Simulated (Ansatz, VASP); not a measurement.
## One calculation of BaTiO3, two programs

File INCAR:

```
PREC = Accurate
ENCUT = 520
EDIFF = 1E-6
ISMEAR = 0
SIGMA = 0.02
LREAL = False
LASPH = True
NELM = 150
ALGO = Normal
ISIF = 2
LWAVE = False
LCHARG = False
LMAXMIX = 4
LDAU = True
LDAUTYPE = 2
LDAUL = -1 2 -1
LDAUU = 0 4 0
LDAUJ = 0 0 0
LDAUPRINT = 1
GGA = PE
NBANDS = 28
```

KPOINTS

```
regular mesh
0
Gamma
  8 8 8
```

POSCAR

```
BaTiO3
1.0
    4.0148827726      0.0000000000      0.0000000000
    0.0000000000      4.0148827726      0.0000000000
    0.0000000000      0.0000000000      4.1653628927
Ba Ti O
1 1 3
Direct
    0.5000000000      0.5000000000      0.5878190476
    0.0000000000      0.0000000000      0.1025579099
    0.0000000000      0.5000000000      0.0621182336
    0.5000000000      0.0000000000      0.0621182336
    0.0000000000      0.0000000000      0.5453835654
```

Input for Ansatz:

```yaml
crystal:
  lattice:
    - [4.0148827932, 0.0, 0.0]
    - [0.0, 4.0148827932, 0.0]
    - [0.0, 0.0, 4.1653628576]
  atoms:
    - { symbol: Ba, position: [0.5, 0.5, 0.5878190418] }
    - { symbol: Ti, position: [0.0, 0.0, 0.1025579114] }
    - { symbol: O, position: [0.0, 0.5, 0.0621182352] }
    - { symbol: O, position: [0.5, 0.0, 0.0621182352] }
    - { symbol: O, position: [0.0, 0.0, 0.5453835664] }
basis:
  ecutwfc: 420
kpoints:
  mp_grid: { grid: [8, 8, 8] }
  band_path: { path: [VBM, CBM], npoints: 2 }
hamiltonian:
  xc: pbe
  hubbard: { sites: [{ species: Ti, l: d, u_eff: 4.0 }] }
scf:
  occupations: { method: gaussian, width: 0.02 }
output:
  forces: true
  stress: true
  eigenvalues: true
checkpoint:
  read: start.run
  write: ck
  compress: false
  write_wavefunctions: false
  write_every: 100000
```

Alike in both runs: task single point; functional PBE; k mesh 8 × 8 × 8; occupations gaussian, width 0.02 eV; no spin polarisation; Hubbard terms Ti d U = 4.0 eV.

```csv
,VASP,Ansatz
version,VASP 6.6.1,Ansatz 0.2.0
potentials or method,"VASP PAW PBE potentials, release 64 (Ba_sv, Ti_sv, O), cutoff 520 eV","scalar-relativistic, plane waves, PAW"
valence electrons in the cell,40,40
```

```csv
,VASP,Ansatz,Ansatz less VASP
gap on the k mesh at the Fermi level (eV),2.23,2.27,+0.033
least direct gap on the mesh (eV),2.74,2.76,+0.014
pressure (GPa),2.4,-1.0,-3.41
"traceless stress, the component that is largest in VASP (GPa)",0.45,0.05,-0.398
rms of the force components (eV/Å),0.221,0.000,-0.2210
```

The programs project onto different local orbitals, so the same U acts differently, and such runs can settle in different states. Atom by atom the forces differ by 0.221 eV/Å (rms over components).

Spin-orbit coupling is off throughout.
